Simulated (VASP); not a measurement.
Wanted: the native input for a VASP 6.6.1 run.

```yaml
Task: relaxation of cell and atoms
Functional: LDA
Potentials_or_basis: VASP PAW LDA potentials, release 64 (Sn_d, O)
Cutoff: 600 eV
k_mesh: 6 × 6 × 6
Occupations: gaussian, width 0.02 eV
Spin: no spin polarisation
Dipole_correction: no
Further_INCAR_settings: ALGO = Normal; EDIFF = 1e-06; IBRION = 2; EDIFFG = -0.005; NSW = 100; ISIF = 3
```

The structure of SnO2 lies in POSCAR:

```
SnO2
1.0
    5.0679172417      0.0000000000      0.0000000000
    0.0000000000      5.0679172417      0.0000000000
    0.0000000000      0.0000000000      5.0679172417
Sn O
4 8
Direct
    0.0000000000      0.5000000000      0.5000000000
    0.5000000000      0.5000000000      0.0000000000
    0.5000000000      0.0000000000      0.5000000000
    0.0000000000      0.0000000000      0.0000000000
    0.3396403698      0.1603596302      0.8396403698
    0.1603596302      0.8396403698      0.3396403698
    0.8396403698      0.3396403698      0.1603596302
    0.6603596302      0.6603596302      0.6603596302
    0.3396403698      0.3396403698      0.3396403698
    0.1603596302      0.6603596302      0.8396403698
    0.8396403698      0.1603596302      0.6603596302
    0.6603596302      0.8396403698      0.1603596302
```

These files were run (other wordings do the same):

INCAR

```
ALGO = Normal
EDIFF = 1E-6
EDIFFG = -0.005
ENCUT = 600
IBRION = 2
ISIF = 3
ISMEAR = 0
LASPH = T
LCHARG = F
LREAL = F
LWAVE = F
NELM = 100
NSW = 100
PREC = Accurate
SIGMA = 0.02
```

KPOINTS

```
k-points
0
Gamma
  6 6 6
```

Potentials or basis: VASP PAW LDA potentials, release 64 (Sn_d, O).

Run with:

```sh
$ cat potpaw_LDA.64/Sn_d/POTCAR potpaw_LDA.64/O/POTCAR > POTCAR
$ mpirun -np 1 vasp_std > vasp.out
```

It gave:

* Relaxed volume: 10.89 Å³/atom
* Relaxed cell: a = 5.074 Å, b = 5.074 Å, c = 5.074 Å, α = 90.00°, β = 90.00°, γ = 90.00°
* Space group after relaxing (to 0.1 Å): Pa-3 (No. 205)
* Energy gained by relaxing: 0.1 meV/atom
* Ionic steps: 3
* Pressure after relaxing: 0.0 GPa
* Band gap on the k mesh: 1.09 eV (least direct gap 1.18 eV)

Caveat: spin-orbit coupling is left out, which moves the levels of the heavy elements.

It took 6.6 min on 1 thread of Intel(R) Xeon(R) 6975P-C (Granite Rapids), with other jobs on the host, peak memory 0.3 GiB.
